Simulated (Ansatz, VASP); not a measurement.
## AlN in VASP and in Ansatz

```xyz
2
Lattice="0.0000 2.1849 2.1849 2.1849 0.0000 2.1849 2.1849 2.1849 0.0000" Properties=species:S:1:pos:R:3 pbc="T T T"
Al    0.0000    0.0000    0.0000
N     1.0924    1.0924    1.0924
```

Alike in both runs: task single point; functional LDA; k mesh 10 × 10 × 10; no spin polarisation.

|  | VASP | Ansatz |
| --- | --- | --- |
| version | VASP 6.6.1 | Ansatz 0.2.0 |
| potentials or method | VASP PAW LDA potentials, release 64 (Al, N) | plane waves, PAW |
| plane-wave cutoff (eV) | 600 | 420 |
| occupations | gaussian, width 0.01 eV | fixed |
| valence electrons in the cell | 8 | 8 |

```csv
,VASP,Ansatz,Ansatz less VASP
gap on the k mesh at the Fermi level (eV),3.22,3.24,+0.020
```

LDA's correlation is that of Perdew and Zunger in VASP and of Perdew and Wang (1992) in Ansatz.
